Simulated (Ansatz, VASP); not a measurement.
NbTe in VASP and in Ansatz

INCAR

```
SYSTEM = NbTe
PREC = Accurate ; ENCUT = 500
EDIFF = 1E-6 ; ISMEAR = -1
SIGMA = 0.1 ; LREAL = .False.
LASPH = .True. ; NELM = 120
ALGO = Normal ; ISIF = 2
LWAVE = .False. ; LCHARG = .True.
GGA = PS ; LELF = .True.
LVHAR = .True. ; NBANDS = 16
GGA_COMPAT = .False.
```

The input KPOINTS:

```
regular mesh
0
Gamma
  7 7 6
  0 0 0
```

POSCAR

```
NbTe
1.0
    3.7029740000      0.0000000000      0.0000000000
   -1.8514870000      3.2068700000      0.0000000000
    0.0000000000      0.0000000000      3.6942110000
Nb Te
1 1
Direct
    0.0000000000      0.0000000000      0.5000000000
    0.6666666667      0.3333333333      0.0000000000
```

Input for Ansatz:

```yaml
crystal:
  lattice:
    - [3.702974, 0.0, 0.0]
    - [-1.851487, 3.20687, 0.0]
    - [0.0, 0.0, 3.694211]
  atoms:
    - { symbol: Nb, position: [0.0, 0.0, 0.5] }
    - { symbol: Te, position: [0.6666666666666666, 0.3333333333333333, 0.0] }
basis:
  ecutwfc: 450.0
kpoints:
  mp_grid:
    grid: [7, 7, 6]
hamiltonian:
  xc: pbesol
  pseudopotentials:
    kind: paw
scf:
  occupations:
    method: fermi_dirac
    width: 0.1
output:
  stress: true
```

Alike in both runs: task single point; functional PBEsol; k mesh 7 × 7 × 6; occupations fermi-dirac, width 0.1 eV; no spin polarisation.

|  | VASP | Ansatz |
| --- | --- | --- |
| version | VASP 6.6.1 | Ansatz 0.2.0 |
| potentials or method | VASP PAW PBE potentials, release 64 (Nb_sv, Te), cutoff 500 eV | plane waves, PAW |
| valence electrons in the cell | 19 | 29 |

```tsv
	VASP	Ansatz	Ansatz less VASP
pressure (GPa)	-5.2	-5.1	+0.09
traceless stress, the component that is largest in VASP (GPa)	-0.30	-0.28	+0.022
```

VASP's potentials were made for PBE, not for PBEsol. VASP's potentials hold 19 valence electrons a cell and Ansatz's 29, so a difference there can come from the potentials and not from the codes.

Neither program's run includes spin-orbit coupling.
